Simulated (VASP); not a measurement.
Here is a VASP 6.6.1 calculation.

Contents of INCAR:

```
PREC = Accurate
ENCUT = 600
EDIFF = 1E-7
ISMEAR = 0
SIGMA = 0.02
LREAL = False
LASPH = True
NELM = 80
ALGO = Normal
ISIF = 3
LWAVE = False
LCHARG = False
GGA = PE
IBRION = 2
NSW = 100
EDIFFG = -0.01
```

KPOINTS

```
regular mesh
0
Gamma
  6 6 6
```

POSCAR

```
Ca3C5
1.0
    0.0000000000      4.2782099802      4.2782099802
    4.2782099802      0.0000000000      4.2782099802
    4.2782099802      4.2782099802      0.0000000000
Ca C
3 5
Direct
    0.2500000000      0.2500000000      0.2500000000
    0.7500000000      0.7500000000      0.7500000000
    0.0000000000      0.0000000000      0.0000000000
    0.4036835420      0.7889493739      0.4036835420
    0.4036835420      0.4036835420      0.4036835420
    0.7889493739      0.4036835420      0.4036835420
    0.4036835420      0.4036835420      0.7889493739
    0.5000000000      0.5000000000      0.5000000000
```

Potentials or basis: VASP PAW PBE potentials, release 64 (Ca_sv, C).

Run with:

```sh
$ cat potpaw_PBE.64/Ca_sv/POTCAR potpaw_PBE.64/C/POTCAR > POTCAR
$ mpirun -np 1 vasp_std > vasp.out
```

(1) What does it give for the space group after relaxing (to 0.05 Å)?

(2) Estimate the band gap on the k mesh.

(3) What does it give for the relaxed volume?

(4) Estimate the relaxed cell.

Results:

(1) F-43m (No. 216).

(2) 0.67 eV, indirect (least direct gap 0.68 eV).

(3) 19.71 Å³/atom.

(4) a = 6.064 Å, b = 6.064 Å, c = 6.064 Å, α = 60.00°, β = 60.00°, γ = 60.00°.
